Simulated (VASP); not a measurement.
Cs:

```
CELL_PARAMETERS angstrom
0.00000 5.30271 5.30271
5.30271 0.00000 5.30271
5.30271 5.30271 0.00000
ATOMIC_POSITIONS crystal
Cs 0.12500 0.12500 0.12500
Cs 0.87500 0.87500 0.87500
```

```yaml
Program: VASP 6.6.1
Task: relaxation of cell and atoms
Functional: BLYP
Potentials_or_basis: VASP PAW PBE potentials, release 64 (Cs_sv)
Cutoff: 600 eV
k_mesh: 5 × 5 × 5
Occupations: fermi-dirac, width 0.1 eV
Spin: no spin polarisation
```

At the start: pressure 0.5 GPa; volume 149.11 Å³/atom.

Question: Where does the relaxation end?

Answer: Over 8 steps the energy falls by 84.5 meV/atom and the volume is 226.80 Å³/atom (+52.1 %); space group Fd-3m (No. 227, to 0.05 Å).

The path:
```csv
step,energy change (eV),largest force (eV/Å),pressure (GPa),volume (Å³)
1,0.0000,0.0000,0.47,298.21
2,-0.0497,0.0000,0.36,317.37
3,-0.1416,0.0000,0.13,379.74
4,-0.1549,0.0000,-0.06,527.96
5,-0.1686,0.0000,-0.01,468.57
6,-0.1691,0.0000,-0.01,459.52
7,-0.1633,0.0000,0.06,418.36
8,-0.1691,0.0000,0.00,453.60
```

Final structure:
```cif
data_structure
_symmetry_space_group_name_H-M 'P 1'
_symmetry_Int_Tables_number 1
_cell_length_a 8.6244
_cell_length_b 8.6244
_cell_length_c 8.6244
_cell_angle_alpha 60.000
_cell_angle_beta 60.000
_cell_angle_gamma 60.000
_cell_volume 453.60
loop_
_atom_site_label
_atom_site_type_symbol
_atom_site_fract_x
_atom_site_fract_y
_atom_site_fract_z
_atom_site_occupancy
Cs1 Cs 0.12500 0.12500 0.12500 1
Cs2 Cs 0.87500 0.87500 0.87500 1
```

Caveat: the volume moved by over 15 % at a fixed basis, so the end points are rough; the PAW data sets were made with another functional, which shifts forces and pressure a little.
